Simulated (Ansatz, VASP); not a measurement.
Given: the input of a run of Ansatz 0.2.0 on Al.

Contents of input.yaml:

```yaml
crystal:
  lattice:
    - [-1.59121869, 1.59121869, 1.59121869]
    - [1.59121869, -1.59121869, 1.59121869]
    - [1.59121869, 1.59121869, -1.59121869]
  atoms:
    - { symbol: Al, position: [0.0, 0.0, 0.0] }
hamiltonian:
  xc: { exchange: pbe, correlation: pbe, exx: { coeff: 0.25, omega: 0.3 } }
  pseudopotentials: { kind: paw }
kpoints:
  mp_grid: { grid: [6, 6, 6] }
scf:
  occupations: { method: fermi_dirac, width: 0.05 }
output:
  forces: true
  stress: true
  eigenvalues: true
relax:
  f_tol: 0.01
  max_steps: 40
  cell: { stress_tol: 0.05 }
```

Potentials or basis: Ansatz PAW.

Run with:

```console
$ ansatz run input.yaml --threads 2 --pin off --max-ram 5632MiB --backend cpu --events-out ev --progress --plain --runs-dir out
```

Translate it to VASP 6.6.1. Potentials there: VASP PAW PBE potentials, release 64 (Al).

As run (the cutoff follows the program's own potentials):

POSCAR

```
Al
1.0
   -1.5912186900      1.5912186900      1.5912186900
    1.5912186900     -1.5912186900      1.5912186900
    1.5912186900      1.5912186900     -1.5912186900
Al
1
Direct
    0.0000000000      0.0000000000      0.0000000000
```

Contents of INCAR.step1:

```
SYSTEM = Al
PREC = Accurate ; ENCUT = 600
EDIFF = 1E-5 ; ISMEAR = -1
SIGMA = 0.05 ; LREAL = .False.
LASPH = .True. ; NELM = 80
ALGO = Normal ; LWAVE = .True.
LCHARG = .False. ; GGA = PE
NBANDS = 8
```

Contents of INCAR.step2:

```
SYSTEM = Al
PREC = Accurate ; ENCUT = 600
EDIFF = 1E-7 ; ISMEAR = -1
SIGMA = 0.05 ; LREAL = .False.
LASPH = .True. ; NELM = 80
ALGO = Normal ; ISIF = 3
LWAVE = .False. ; LCHARG = .False.
GGA = PE ; LHFCALC = .True.
AEXX = 0.25 ; HFSCREEN = 0.3
PRECFOCK = Normal ; IBRION = 2
NSW = 60 ; EDIFFG = -0.01
ISTART = 1
```

KPOINTS

```
regular mesh
0
Gamma
  6 6 6
  0 0 0
```

Potentials or basis: VASP PAW PBE potentials, release 64 (Al).

Launch:

```console
$ cat potpaw_PBE.64/Al/POTCAR > POTCAR
$ cp INCAR.step1 INCAR
$ mpirun -np 1 vasp_std > vasp.out
$ cp INCAR.step2 INCAR
$ mpirun -np 1 vasp_std > vasp.out
```

Both were run:

|  | VASP | Ansatz | Ansatz less VASP |
| --- | --- | --- | --- |
| gap on the k mesh at the Fermi level, each at its own relaxed structure (eV) | none | none | - |
| relaxed volume (Å³/atom) | 16.86 | 16.83 | -0.021 |
| relaxed cell length with the largest relative difference (Å) | 2.798 | 2.796 | -0.0012 |

VASP's potentials were made for PBE, not for PBE-based screened hybrid. A gap of «none» marks a metal or a gap that the smearing closes.

The k mesh is coarse, so the values compare programs but aren't converged. Noted on Ansatz's run: the plane-wave basis is chosen anew once the cell has moved, so the energies of steps on either side of that aren't comparable.
